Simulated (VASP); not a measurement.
# AlRu (Pm-3m) in VASP: further runs, part 2 of 2

VASP 6.6.1. The steps go on from the part before.

## Step 3: Single point, LDA

This run uses another cell than the first one, of 13.92 Å³/atom, 1.020 times its volume.

File INCAR:

```
SYSTEM = AlRu
ALGO     = Normal         ! electronic algorithm
EDIFF    = 1E-6           ! SCF threshold, eV
ENCUT    = 520            ! plane-wave cutoff, eV
GGA      = CA             ! functional
ISIF     = 2              ! what is computed and relaxed
ISMEAR   = -1             ! smearing method
LASPH    = .True.         ! aspherical terms in the spheres
LCHARG   = .True.         ! write CHGCAR
LELF     = .True.         ! ELF
LREAL    = .False.        ! projectors in reciprocal space
LVHAR    = .True.       
LWAVE    = .False.        ! write WAVECAR
NBANDS   = 16             ! bands
NELM     = 60             ! most SCF steps
PREC     = Accurate       ! precision mode
SIGMA    = 0.05           ! smearing width, eV
```

File KPOINTS:

```
k-points
0
Gamma
  9 9 9
  0 0 0
```

File POSCAR:

```
AlRu
1.0
    3.0309676725      0.0000000000      0.0000000000
    0.0000000000      3.0309676725      0.0000000000
    0.0000000000      0.0000000000      3.0309676725
Ru Al
1 1
Direct
    0.5000000000      0.5000000000      0.5000000000
    0.0000000000      0.0000000000      0.0000000000
```

Potentials or basis: VASP PAW LDA potentials, release 64 (Ru_pv, Al).

On the command line:

```console
$ cat potpaw_LDA.64/Ru_pv/POTCAR potpaw_LDA.64/Al/POTCAR > POTCAR
$ mpirun -np 1 vasp_std > vasp.out
```

It took 3.9 s on 1 thread of Intel Xeon 6975P-C (Granite Rapids), shared host; peak memory 0.13 GiB.

The run converged. Its results:

- Free energy: -16.0900 eV
- Pressure: -14.8 GPa

Levels at points of the mesh, in eV from the Fermi level:
| k point | band 6 | band 7 | band 8 | band 9 | band 10 | band 11 | band 12 | band 13 |
| --- | --- | --- | --- | --- | --- | --- | --- | --- |
| (0.00, 0.00, 0.00) | -3.32 | 0.22 | 0.22 | 0.22 | 5.91 | 5.91 | 5.91 | 10.88 |

## Step 4: Single point, PBEsol

This run uses another cell than the first one, of 13.92 Å³/atom, 1.020 times its volume.

File INCAR:

```
SYSTEM = AlRu
PREC = Accurate
ENCUT = 520
EDIFF = 1E-6
ISMEAR = -1
SIGMA = 0.05
LREAL = .False.
LASPH = .True.
NELM = 60
ALGO = Fast
ISIF = 2
LWAVE = .False.
LCHARG = .True.
GGA = PS
LELF = .True.
LVHAR = .True.
NBANDS = 16
```

File KPOINTS:

```
Automatic mesh
0
Gamma
  9 9 9
  0 0 0
```

POSCAR is that of step 3.

Potentials or basis: VASP PAW PBE potentials, release 64 (Ru_pv, Al).

On the command line:

```console
$ cat potpaw_PBE.64/Ru_pv/POTCAR potpaw_PBE.64/Al/POTCAR > POTCAR
$ mpirun -np 1 vasp_std > vasp.out
```

Wall time 5.1 s (1 thread of Intel Xeon 6975P-C (Granite Rapids), shared host); peak memory 0.14 GiB.

Results (log left out):

| Quantity | Value |
| --- | --- |
| Free energy | -15.4745 eV |
| Pressure | -10.7 GPa |

Levels at points of the mesh, in eV from the Fermi level:
| k point | band 5 | band 6 | band 7 | band 8 | band 9 | band 10 | band 11 | band 12 | band 13 | band 14 |
| --- | --- | --- | --- | --- | --- | --- | --- | --- | --- | --- |
| (0.00, 0.00, 0.00) | -3.31 | -3.31 | 0.23 | 0.23 | 0.23 | 5.96 | 5.96 | 5.96 | 10.84 | 10.84 |

Caveat: the PAW data sets were made with another functional, which shifts forces and pressure a little.

## Step 5: Single point, LDA

This run uses another cell than the first one, of 14.19 Å³/atom, 1.039 times its volume.

File INCAR:

```
SYSTEM = AlRu
  ALGO = Normal
  EDIFF = 1E-6
  ENCUT = 520
  GGA = CA
  ISIF = 2
  ISMEAR = -1
  LASPH = .True.
  LCHARG = .False.
  LREAL = .False.
  LWAVE = .False.
  NBANDS = 16
  NELM = 100
  PREC = Accurate
  SIGMA = 0.05
```

File KPOINTS:

```
k-points
0
Gamma
  9 9 9
  0 0 0
```

File POSCAR:

```
AlRu
1.0
    3.0502737196      0.0000000000      0.0000000000
    0.0000000000      3.0502737196      0.0000000000
    0.0000000000      0.0000000000      3.0502737196
Ru Al
1 1
Direct
    0.5000000000      0.5000000000      0.5000000000
    0.0000000000      0.0000000000      0.0000000000
```

Potentials or basis: VASP PAW LDA potentials, release 64 (Ru_pv, Al).

On the command line:

```console
$ cat potpaw_LDA.64/Ru_pv/POTCAR potpaw_LDA.64/Al/POTCAR > POTCAR
$ mpirun -np 1 vasp_std > vasp.out
```

Run time: 3.6 s. Hardware: 1 thread of Intel Xeon 6975P-C (Granite Rapids), shared host; peak memory 0.13 GiB.

Results (log left out):

```
Free energy : -16.0358 eV
Pressure    : -17.8 GPa
```

Levels at points of the mesh, in eV from the Fermi level:
```tsv
k point	band 5	band 6	band 7	band 8	band 9	band 10	band 11	band 12	band 13	band 14
(0.00, 0.00, 0.00)	-3.22	-3.22	0.22	0.22	0.22	5.82	5.82	5.82	10.77	10.77
```

## Step 6: Single point, PBEsol

This run uses another cell than the first one, of 14.19 Å³/atom, 1.039 times its volume.

File INCAR:

```
PREC     = Accurate       # precision mode
ENCUT    = 520            # plane-wave cutoff, eV
EDIFF    = 1E-7           # SCF threshold, eV
ISMEAR   = -1             # smearing method
SIGMA    = 0.05           # smearing width, eV
LREAL    = False          # projectors in reciprocal space
LASPH    = True           # aspherical terms in the spheres
NELM     = 100            # most SCF steps
ALGO     = Normal         # electronic algorithm
ISIF     = 2              # what is computed and relaxed
LWAVE    = False          # write WAVECAR
LCHARG   = False          # write CHGCAR
GGA      = PS             # functional
NBANDS   = 16             # bands
```

File KPOINTS:

```
regular mesh
0
Gamma
  9 9 9
```

POSCAR is that of step 5.

Potentials or basis: VASP PAW PBE potentials, release 64 (Ru_pv, Al).

On the command line:

```console
$ cat potpaw_PBE.64/Ru_pv/POTCAR potpaw_PBE.64/Al/POTCAR > POTCAR
$ mpirun -np 1 vasp_std > vasp.out
```

OUTCAR:

```text
PREC = Accurate
   ENCUT = 520
   EDIFF = 1E-7
   ISMEAR = -1
   LREAL = False
   LASPH = True
   NELM = 100
   ISIF = 2
   GGA = PS

 ion  position               nearest neighbor table
   1  0.500  0.500  0.500-   2 2.64   2 2.64   2 2.64   2 2.64   2 2.64   2 2.64   2 2.64   2 2.64

   2  0.000  0.000  0.000-   1 2.64   1 2.64   1 2.64   1 2.64   1 2.64   1 2.64   1 2.64   1 2.64

  LATTYP: Found a simple cubic cell.
 ALAT       =     3.0502737196

  Lattice vectors:
[... 192 lines left out ...]
      5       6.5052      2.00000
      6       6.5052      2.00000
[... 433 lines left out ...]
      3     -31.9203      2.00000
      4       4.2238      2.00000
      5       6.2266      2.00000
      6       7.4427      2.00000
[... 8 lines left out ...]
     15      22.3198      0.00000
     16      22.8874      0.00000

 [... further k-points ...]
[... 5 lines left out ...]
  --------------------------------------------------------------------------------------
  -------------------------------------------------------------------------------------
  Total       -2.4439390     -2.4439390     -2.4439390      0.0000000      0.0000000     -0.0000000
  in kB     -137.9699522   -137.9699522   -137.9699522      0.0000000      0.0000000     -0.0000000
  external PRESSURE =    -137.9699522 kB  Pullay stress =       0.0000000 kB

 VOLUME and BASIS-vectors are now :
 -----------------------------------------------------------------------------
  energy-cutoff  :      520.00
  volume of cell :       28.38
      direct lattice vectors                 reciprocal lattice vectors
     3.050273720  0.000000000  0.000000000     0.327839431  0.000000000  0.000000000
     0.000000000  3.050273720  0.000000000     0.000000000  0.327839431  0.000000000
     0.000000000  0.000000000  3.050273720     0.000000000  0.000000000  0.327839431

 POSITION                                       TOTAL-FORCE (eV/Angst)
 -----------------------------------------------------------------------------------
      1.52514      1.52514      1.52514         0.000000      0.000000      0.000000
      0.00000      0.00000      0.00000         0.000000      0.000000      0.000000
 -----------------------------------------------------------------------------------
    total drift:                                0.000000     -0.000000     -0.000000

  FREE ENERGIE OF THE ION-ELECTRON SYSTEM (eV)
  ---------------------------------------------------
  free  energy   TOTEN  =       -15.4337410749 eV

  energy  without entropy=      -15.4175193030  energy(sigma->0) =      -15.42563019
```

It took 4.7 s on 1 thread of Intel Xeon 6975P-C (Granite Rapids), shared host; peak memory 0.14 GiB.

What came out:

* Free energy: -15.4337 eV
* Pressure: -13.8 GPa

Levels at points of the mesh, in eV from the Fermi level:
| k point | band 5 | band 6 | band 7 | band 8 | band 9 | band 10 | band 11 | band 12 | band 13 | band 14 |
| --- | --- | --- | --- | --- | --- | --- | --- | --- | --- | --- |
| (0.00, 0.00, 0.00) | -3.22 | -3.22 | 0.22 | 0.22 | 0.22 | 5.87 | 5.87 | 5.87 | 10.72 | 10.72 |

Caveat: the PAW data sets were made with another functional, which shifts forces and pressure a little.

## Step 7: The runs side by side

| level | potentials or basis | cell | gap on the mesh (eV) | pressure (GPa) |
| --- | --- | --- | --- | --- |
| LDA | VASP PAW LDA potentials, release 64 (Ru_pv, Al) | a = 3.011 Å, 2 atoms | none | -11.5 |
| LDA | VASP PAW LDA potentials, release 64 (Ru_pv, Al) | a = 3.031 Å, 2 atoms | none | -14.8 |
| PBEsol | VASP PAW PBE potentials, release 64 (Ru_pv, Al) | a = 3.031 Å, 2 atoms | none | -10.7 |
| LDA | VASP PAW LDA potentials, release 64 (Ru_pv, Al) | a = 3.050 Å, 2 atoms | none | -17.8 |
| PBEsol | VASP PAW PBE potentials, release 64 (Ru_pv, Al) | a = 3.050 Å, 2 atoms | none | -13.8 |

Alike in all rows: task single point; no spin polarisation; k mesh 9 × 9 × 9; cutoff (eV) 520; smearing fermi-dirac 0.05 eV.

Caveats: the PAW data sets were made with another functional, which shifts forces and pressure a little (some runs).

Absolute energies hang on the potentials; compare differences alone.
